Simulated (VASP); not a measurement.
# C (R-3m) in VASP: notebook

C is run at these levels: BLYP, PBEsol, LDA; tasks: single point.

All numbers are computed with VASP 6.6.1; they aren't measurements. Logs are shortened: lines on timing, memory, paths and dates and some standing lists are left out, and cuts for length are marked.

## Step 1: The cell of the first run

It takes space group R-3m (No. 166, trigonal). The conventional cell has a = 2.466 Å, b = 2.466 Å, c = 24.848 Å, α = 90.00°, β = 90.00°, γ = 120.00°. Within 1.9 Å of C (site symmetry 3m) lie 3 C at 1.42 Å. C (site symmetry 3m) has 3 C at 1.42 Å within 1.9 Å.

## Step 2: Single point, BLYP

Contents of INCAR:

```
SYSTEM = C
AGGAC    = 1.0          
AGGAX    = 1.0          
ALDAC    = 0.0          
ALDAX    = 1.0          
ALGO     = Normal         ! electronic algorithm
EDIFF    = 1E-6           ! SCF threshold, eV
ENCUT    = 600            ! plane-wave cutoff, eV
GGA      = B5             ! functional
GGA_COMPAT= .False.      
ISIF     = 2              ! what is computed and relaxed
ISMEAR   = 1              ! smearing method
LASPH    = .True.         ! aspherical terms in the spheres
LCHARG   = .True.         ! write CHGCAR
LELF     = .True.         ! ELF
LREAL    = .False.        ! projectors in reciprocal space
LVHAR    = .True.       
LWAVE    = .False.        ! write WAVECAR
NBANDS   = 16             ! bands
NELM     = 120            ! most SCF steps
PREC     = Accurate       ! precision mode
SIGMA    = 0.05           ! smearing width, eV
```

Contents of KPOINTS:

```
k-points
0
Gamma
  10 10 10
  0 0 0
```

Contents of POSCAR:

```
C
1.0
    8.4041290000      0.0000000000      0.0000000000
    8.0422227758      2.4396797070      0.0000000000
    8.0422227758      1.1929969621      2.1280966429
C
4
Direct
    0.9128300000      0.9128300000      0.9128300000
    0.2461500000      0.2461500000      0.2461500000
    0.7538500000      0.7538500000      0.7538500000
    0.0871700000      0.0871700000      0.0871700000
```

Potentials or basis: VASP PAW PBE potentials, release 64 (C).

On the command line:

```sh
cat potpaw_PBE.64/C/POTCAR > POTCAR
mpirun -np 1 vasp_std > vasp.out
```

OUTCAR:

```text
SYSTEM = C
   EDIFF = 1E-6
   ENCUT = 600
   GGA = B5
   ISIF = 2
   ISMEAR = 1
   LASPH = .True.
   LREAL = .False.
   NELM = 120
   PREC = Accurate

 ion  position               nearest neighbor table
   1  0.913  0.913  0.913-   2 1.42   2 1.42   2 1.42
   2  0.246  0.246  0.246-   1 1.42   1 1.42   1 1.42
   3  0.754  0.754  0.754-   4 1.42   4 1.42   4 1.42
   4  0.087  0.087  0.087-   3 1.42   3 1.42   3 1.42

  LATTYP: Found a trigonal (rhomboedric) cell.
 ALAT       =     8.4041290000
 COS(alpha) =     0.9569370932

  Lattice vectors:

 A1 = (   8.4041290000,   0.0000000000,   0.0000000000)
 A2 = (   8.0422227758,   2.4396797070,   0.0000000000)
 A3 = (   8.0422227758,   1.1929969621,   2.1280966429)

Analysis of symmetry for initial positions (statically):
=====================================================================
 Subroutine PRICEL returns:
 Original cell was already a primitive cell.

 Routine SETGRP: Setting up the symmetry group for a
 trigonal (rhombohedral) supercell.

 Subroutine GETGRP returns: Found 12 space group operations
 (whereof 12 operations were pure point group operations)
 out of a pool of 12 trial point group operations.

The static configuration has the point symmetry D_3d.

Analysis of symmetry for dynamics (positions and initial velocities):
=====================================================================
 Subroutine PRICEL returns:
 Original cell was already a primitive cell.

 Routine SETGRP: Setting up the symmetry group for a
 trigonal (rhombohedral) supercell.

 Subroutine GETGRP returns: Found 12 space group operations
 (whereof 12 operations were pure point group operations)
 out of a pool of 12 trial point group operations.

The dynamic configuration has the point symmetry D_3d.

 Subroutine INISYM returns: Found 12 space group operations
 (whereof 12 operations are pure point group operations),
 and found     1 'primitive' translations

----------------------------------------------------------------------------------------

                                     Primitive cell

  volume of cell :      43.6332

  direct lattice vectors                    reciprocal lattice vectors
     8.404129000  0.000000000  0.000000000     0.118989130 -0.392238822 -0.229781562
     8.042222776  2.439679707  0.000000000     0.000000000  0.409889871 -0.229781562
     8.042222776  1.192996962  2.128096643     0.000000000  0.000000000  0.469903471

  length of vectors
     8.404129000  8.404129000  8.404129000     0.469903471  0.469903471  0.469903471

  position of ions in fractional coordinates (direct lattice)
     0.912830000  0.912830000  0.912830000
     0.246150000  0.246150000  0.246150000
     0.753850000  0.753850000  0.753850000
     0.087170000  0.087170000  0.087170000

  ion indices of the primitive-cell ions
   primitive index   ion index
                 1           1
                 2           2
                 3           3
                 4           4

----------------------------------------------------------------------------------------

 KPOINTS: k-points

Automatic generation of k-mesh.
 Grid dimensions read from file:
 generate k-points for:   10   10   10

 Generating k-lattice:

  Cartesian coordinates                     Fractional coordinates (reciprocal lattice)
     0.011898913 -0.039223882 -0.022978156     0.100000000  0.000000000  0.000000000
     0.000000000  0.040988987 -0.022978156     0.000000000  0.100000000  0.000000000
     0.000000000  0.000000000  0.046990347     0.000000000  0.000000000  0.100000000

  Length of vectors
     0.046990347  0.046990347  0.046990347

  Shift w.r.t. Gamma in fractional coordinates (k-lattice)
     0.000000000  0.000000000  0.000000000

 Subroutine IBZKPT returns following result:
 ===========================================

 Found    116 irreducible k-points:

 Following reciprocal coordinates:
            Coordinates               Weight
  0.000000  0.000000  0.000000      1.000000
  0.100000  0.000000  0.000000      6.000000
  0.200000  0.000000  0.000000      6.000000
  0.300000  0.000000  0.000000      6.000000
  0.400000  0.000000  0.000000      6.000000
  0.500000 -0.000000  0.000000      3.000000
[... 16 lines left out ...]
  0.300000  0.300000  0.000000      6.000000
  0.400000  0.300000  0.000000     12.000000
 [... further k-points ...]
   k-points           NKPTS =    116   k-points in BZ     NKDIM =    116   number of bands    NBANDS=     16
   number of dos      NEDOS =    301   number of ions     NIONS =      4
   total plane-waves  NPLWV = 343000
   dimension x,y,z NGX =    70 NGY =   70 NGZ =   70
   dimension x,y,z NGXF=   140 NGYF=  140 NGZF=  140
   ions per type =               4
   NGX,Y,Z   is equivalent  to a cutoff of  13.85, 13.85, 13.85 a.u.
   NGXF,Y,Z  is equivalent  to a cutoff of  27.69, 27.69, 27.69 a.u.
 SYSTEM =  C
   PREC   = accura    normal or accurate (medium, high low for compatibility)
   ISTART =      0    job   : 0-new  1-cont  2-samecut
   ICHARG =      2    charge: 1-file 2-atom 10-const
   ISPIN  =      1    spin polarized calculation?
   LNONCOLLINEAR =      F non collinear calculations
   LSORBIT =      F    spin-orbit coupling
   LASPH  =      T    aspherical Exc in radial PAW
   ENCUT  =  600.0 eV  44.10 Ry    6.64 a.u.  16.79 16.79 16.79*2*pi/ulx,y,z
   NELM   =    120;   NELMIN=  2; NELMDL= -5     # of ELM steps
   EDIFF  = 0.1E-05   stopping-criterion for ELM
   LREAL  =      F    real-space projection
   EDIFFG = 0.1E-04   stopping-criterion for IOM
   NSW    =      0    number of steps for IOM
   IBRION =     -1    ionic relax: 0-MD 1-quasi-New 2-CG
   NFREE  =      0    steps in history (QN), initial steepest desc. (CG)
   ISIF   =      2    stress and relaxation
   ISYM   =      2    0-nonsym 1-usesym 2-fastsym
   POTIM  = 0.5000    time-step for ionic-motion
   TEBEG  =    0.0;   TEEND  =   0.0 temperature during run
   PSTRESS=    0.0 pullay stress
   NELECT =      16.0000    total number of electrons
   NUPDOWN=      -1.0000    fix difference up-down
   EMIN   =  10.00;   EMAX   =-10.00  energy-range for DOS
   EFERMI =   0.00;   METHOD = LEGACY
   ISMEAR =     1;   SIGMA  =   0.05  broadening in eV -4-tet -1-fermi 0-gaus
   EFERMI_NEDOS =   21; number of points for ismear=-14 and -15
   IALGO  =     38    algorithm
   IMIX   =      4    mixing-type and parameters
     AMIX     =   0.40;   BMIX     =  1.00
     AMIX_MAG =   1.60;   BMIX_MAG =  1.00
  volume/ion in A,a.u.               =      10.91        73.61
  Fermi-wavevector in a.u.,A,eV,Ry     =   1.171770  2.214325 18.681424  1.373046
  Thomas-Fermi vector in A             =   2.308209
   LORBIT       =      0    0 simple, 1 ext, 2 COOP (PROOUT), +10 PAW based schemes
   GGA     = B5    functional components
   LHFCALC =     F    Hartree Fock is set to
   AEXX    =    0.0000 exact exchange contribution
   IVDW    =     0    specifies the selected vdW correction
   LEPSILON=     F    determine dielectric tensor
   LRPA    =     F    only Hartree local field effects (RPA)
 non-spin polarized calculation
 Methfessel and Paxton  Order N= 1 SIGMA  =   0.05
  energy-cutoff  :      600.00
  volume of cell :       43.63
 maximum number of plane-waves:      1489
 NGX is ok and might be reduce to    70
   NGX = 33   NGY = 33   NGZ = 33

 number of electron      16.0000000 magnetization

 Free energy of the ion-electron system (eV)
  ---------------------------------------------------
  ext. energy  EPLUGINS =         0.00000000
  ---------------------------------------------------
  free energy    TOTEN  =       -34.68122843 eV

  energy without entropy =      -34.68134992  energy(sigma->0) =      -34.68126892

 E-fermi :   2.5664     XC(G=0):  -8.5372

 val. band max:        2.5351496685   @ k =  -0.3000   0.3000  -0.0000
 cond. band min:       4.2363653257   @ k =  -0.2000   0.5000   0.2000
 fundamental gap:      1.7012156571
 Fermi energy:         2.5664350049

 k-point     1 :       0.0000    0.0000    0.0000
  band No.  band energies     occupation
      1     -16.0887      2.00000
      2     -16.0346      2.00000
      3      -4.5171      2.00000
      4      -3.8889      2.00000
      5       0.1656      2.00000
      6       0.1656      2.00000
[... 8 lines left out ...]
     15      14.1582      0.00000
     16      14.6575      0.00000

 k-point     2 :       0.1000    0.0000    0.0000
  band No.  band energies     occupation
      1     -15.8539      2.00000
      2     -15.8010      2.00000
      3      -4.2314      2.00000
      4      -3.6138      2.00000
      5      -0.7247      2.00000
      6      -0.7205      2.00000
[... 8 lines left out ...]
     15      13.8672      0.00000
     16      13.9231      0.00000

 k-point     3 :       0.2000    0.0000    0.0000
  band No.  band energies     occupation
      1     -15.1535      2.00000
      2     -15.1042      2.00000
      3      -3.3855      2.00000
      4      -2.8539      2.00000
      5      -2.8456      2.00000
      6      -2.8001      2.00000
[... 8 lines left out ...]
     15      15.1404      0.00000
     16      15.1488      0.00000

 k-point     4 :       0.3000    0.0000    0.0000
  band No.  band energies     occupation
      1     -14.0013      2.00000
      2     -13.9574      2.00000
      3      -5.4225      2.00000
      4      -5.4081      2.00000
      5      -2.2493      2.00000
      6      -2.2462      2.00000
[... 8 lines left out ...]
     15      16.7352      0.00000
     16      18.3649      0.00000
[... 324 lines left out ...]
 k-point    22 :      -0.2000    0.2000   -0.0000
  band No.  band energies     occupation
      1     -13.3239      2.00000
      2     -13.2809      2.00000
      3      -5.6200      2.00000
      4      -5.6094      2.00000
      5      -4.1339      2.00000
      6      -4.1261      2.00000
[... 8 lines left out ...]
     15      15.2916      0.00000
     16      15.3698      0.00000

 k-point    23 :       0.3000    0.3000    0.0000
  band No.  band energies     occupation
      1     -13.9988      2.00000
      2     -13.9600      2.00000
      3      -5.4199      2.00000
      4      -5.4110      2.00000
      5      -2.2507      2.00000
      6      -2.2451      2.00000
[... 8 lines left out ...]
     15      17.1443      0.00000
     16      18.3628      0.00000

 k-point    24 :       0.4000    0.3000    0.0000
  band No.  band energies     occupation
      1     -13.0947      2.00000
      2     -13.0609      2.00000
      3      -6.6286      2.00000
      4      -6.6178      2.00000
      5      -3.3254      2.00000
      6      -3.3168      2.00000
[... 8 lines left out ...]
     15      17.4123      0.00000
     16      17.7104      0.00000

 [... further k-points ...]

------------------------ aborting loop because EDIFF is reached ----------------------------------------

  FORCE on cell =-STRESS in cart. coord.  units (eV):
  Direction    XX          YY          ZZ          XY          YZ          ZX
  --------------------------------------------------------------------------------------
  -------------------------------------------------------------------------------------
  Total        0.1811829      0.7332697      0.7414288     -0.0837402     -0.0072772     -0.0490567
  in kB        6.6528971     26.9251094     27.2247038     -3.0748778     -0.2672118     -1.8013266
  external PRESSURE =      20.2675701 kB  Pullay stress =       0.0000000 kB

 VOLUME and BASIS-vectors are now :
 -----------------------------------------------------------------------------
  energy-cutoff  :      600.00
  volume of cell :       43.63
      direct lattice vectors                 reciprocal lattice vectors
     8.404129000  0.000000000  0.000000000     0.118989130 -0.392238822 -0.229781562
     8.042222776  2.439679707  0.000000000     0.000000000  0.409889871 -0.229781562
     8.042222776  1.192996962  2.128096643     0.000000000  0.000000000  0.469903471

 POSITION                                       TOTAL-FORCE (eV/Angst)
 -----------------------------------------------------------------------------------
     22.35391      3.31602      1.94259         0.010164      0.001508      0.000883
      6.02786      0.89418      0.52383         0.019862      0.002946      0.001726
     18.46071      2.73849      1.60427        -0.019862     -0.002946     -0.001726
      2.13467      0.31666      0.18551        -0.010164     -0.001508     -0.000883
 -----------------------------------------------------------------------------------
    total drift:                                0.000000     -0.000000     -0.000000

  FREE ENERGIE OF THE ION-ELECTRON SYSTEM (eV)
  ---------------------------------------------------
  free  energy   TOTEN  =       -34.6812284253 eV

  energy  without entropy=      -34.6813499179  energy(sigma->0) =      -34.68126892
```

Wall time 26 min (1 thread of Intel Xeon 8259CL, shared host); peak memory 0.67 GiB.

Results:

- Free energy: -34.6812 eV
- Pressure: 2.0 GPa
- Largest force: 0.020 eV/Å

Forces on the atoms (eV/Å):
```
C    0.010  0.002  0.001
C    0.020  0.003  0.002
C   -0.020 -0.003 -0.002
C   -0.010 -0.002 -0.001
```

Caveat: this functional lacks dispersion, which binds the layers, so the pressure and a relaxed spacing across them are unreliable; the PAW data sets were made with another functional, which shifts forces and pressure a little.

## Step 3: Single point, PBEsol

Contents of INCAR:

```
PREC     = Accurate       # precision mode
ENCUT    = 600            # plane-wave cutoff, eV
EDIFF    = 1E-6           # SCF threshold, eV
ISMEAR   = 1              # smearing method
SIGMA    = 0.05           # smearing width, eV
LREAL    = F              # projectors in reciprocal space
LASPH    = T              # aspherical terms in the spheres
NELM     = 120            # most SCF steps
ALGO     = Normal         # electronic algorithm
ISIF     = 2              # what is computed and relaxed
LWAVE    = F              # write WAVECAR
LCHARG   = T              # write CHGCAR
GGA      = PS             # functional
LELF     = T              # ELF
LVHAR    = T            
NBANDS   = 16             # bands
GGA_COMPAT= F
```

Contents of KPOINTS:

```
Automatic mesh
0
Gamma
  10 10 10
```

POSCAR is that of step 2.

Potentials or basis: VASP PAW PBE potentials, release 64 (C).

On the command line:

```sh
cat potpaw_PBE.64/C/POTCAR > POTCAR
mpirun -np 1 vasp_std > vasp.out
```

Run time: 24 min. Hardware: 1 thread of Intel Xeon 8259CL, shared host; peak memory 0.7 GiB.

The run converged. Its results:

* Free energy: -38.5880 eV
* Pressure: -1.9 GPa
* Largest force: 0.011 eV/Å

Forces in eV/Å, atoms in the order of the input:
```
C    0.000  0.000  0.000
C    0.011  0.002  0.001
C   -0.011 -0.002 -0.001
C    0.000  0.000  0.000
```

Stress tensor (GPa, compression positive):
```
-0.32  0.36  0.21
 0.36 -2.67  0.03
 0.21  0.03 -2.70
```

Caveat: this functional lacks dispersion, which binds the layers, so the pressure and a relaxed spacing across them are unreliable; the PAW data sets were made with another functional, which shifts forces and pressure a little.

## Step 4: Single point, LDA

Contents of INCAR:

```
ALGO = Normal
EDIFF = 1E-6
ENCUT = 600
GGA = CA
GGA_COMPAT = False
ISIF = 2
ISMEAR = 1
LASPH = True
LCHARG = False
LREAL = False
LWAVE = False
NBANDS = 16
NELM = 120
PREC = Accurate
SIGMA = 0.05
```

Contents of KPOINTS:

```
k-points
0
Gamma
  10 10 10
```

POSCAR is that of step 3.

Potentials or basis: VASP PAW LDA potentials, release 64 (C).

On the command line:

```sh
cat potpaw_LDA.64/C/POTCAR > POTCAR
mpirun -np 1 vasp_std > vasp.out
```

Run time: 23 min. Hardware: 1 thread of Intel Xeon 8259CL, shared host; peak memory 0.49 GiB.

Results (log left out):

- Free energy: -40.3930 eV
- Pressure: -5.9 GPa
- Largest force: 0.006 eV/Å

Forces on the atoms (eV/Å):
```
C   -0.006 -0.001 -0.001
C    0.005  0.001  0.000
C   -0.005 -0.001  0.000
C    0.006  0.001  0.001
```

Stress tensor (GPa, compression positive):
```
-1.31  1.04  0.61
 1.04 -8.17  0.09
 0.61  0.09 -8.27
```

Caveat: the cell stands under tension.

## Step 5: The runs side by side

```csv
level,potentials or basis,pressure (GPa),largest force (eV/Å)
BLYP,"VASP PAW PBE potentials, release 64 (C)",2.0,0.02
PBEsol,"VASP PAW PBE potentials, release 64 (C)",-1.9,0.01
LDA,"VASP PAW LDA potentials, release 64 (C)",-5.9,0.01
```

Alike in all rows: task single point; no spin polarisation; cell as given; k mesh 10 × 10 × 10; cutoff (eV) 600; smearing methfessel-paxton 0.05 eV.

Caveats: this functional lacks dispersion, which binds the layers, so the pressure and a relaxed spacing across them are unreliable (at least some runs); the PAW data sets were made with another functional, which shifts forces and pressure a little (at least some runs); the cell stands under tension (at least some runs).

Total energies depend on the potentials used, so only differences within one code and one set of settings carry meaning.
